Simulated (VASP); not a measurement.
The system is Hg.

```
Hg
1.0
     2.17718    1.25700    4.03733
    -2.17718    1.25700    4.03733
     0.00000   -2.51400    4.03733
Hg
2
Cartesian
  0.0000 0.0000 2.7560
  0.0000 0.0000 9.3560
```

| Quantity | Value |
| --- | --- |
| Program | VASP 6.6.1 |
| Task | relaxation of cell and atoms |
| Functional | PBE |
| Potentials or basis | VASP PAW PBE potentials, release 64 (Hg_sv_GW) |
| Cutoff | 500 eV |
| k mesh | 6 × 6 × 6 |
| Occupations | gaussian, width 0.1 eV |
| Spin | no spin polarisation |

At the start: pressure 0.4 GPa; volume 33.15 Å³/atom.

Where does the relaxation end?

Over 15 steps the energy falls by 108.3 meV/atom and the volume is 28.83 Å³/atom (-13.0 %); space group R-3m (No. 166, to 0.1 Å) before and after.

Step by step:
```
step  energy change (eV)  largest force (eV/Å)  pressure (GPa)  volume (Å³)
   1              0.0000                0.6126            0.38        66.29
   2             -0.0413                0.4845           -0.32        67.05
   3             -0.0928                0.2889           -1.32        68.76
   4             -0.1007                0.2101           -1.69        69.54
   5             -0.1406                0.1877           -1.27        66.52
   6             -0.2053                0.0365           -0.02        57.95
   7             -0.2055                0.0046           -0.32        58.89
   8             -0.2058                0.0103           -0.19        58.50
   9             -0.2077                0.0034           -0.07        58.28
  10             -0.2107                0.0553            0.24        57.58
  11             -0.2109                0.0770            0.32        57.34
  12             -0.2125                0.0766            0.16        57.61
  13             -0.2143                0.0789           -0.21        58.24
  14             -0.2156                0.0579           -0.16        58.00
  15             -0.2166                0.0277           -0.06        57.67
```

Final structure:
```
Hg
1.0
     2.09238    1.20804    3.80243
    -2.09238    1.20804    3.80243
     0.00000   -2.41608    3.80243
Hg
2
Cartesian
  0.0000 0.0000 2.8452
  0.0000 0.0000 8.5621
```
